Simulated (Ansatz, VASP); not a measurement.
# One calculation of Ni, two programs

```
Ni
1.0
     0.00000    1.72072    1.72072
     1.72072    0.00000    1.72072
     1.72072    1.72072    0.00000
Ni
1
Direct
  0.00000 0.00000 0.00000
```

Alike in both runs: task single point; functional revPBE; k mesh 25 × 25 × 25; occupations fermi-dirac, width 0.1 eV; no spin polarisation.

```csv
,VASP,Ansatz
version,VASP 6.6.1,Ansatz 0.2.0
potentials or method,"VASP PAW PBE potentials, release 64 (Ni), cutoff 520 eV","plane waves (420 eV) with PAW, scalar-relativistic"
valence electrons in the cell,10,18
```

Ansatz gave:

```
pressure (GPa) : 19.2
```

Q: Which values does VASP return?

A: Pressure (GPa): 19.1.

VASP's potentials were made for PBE, not for revPBE. VASP's potentials hold 10 valence electrons a cell and Ansatz's 18, so a difference there can come from the potentials and not from the codes.
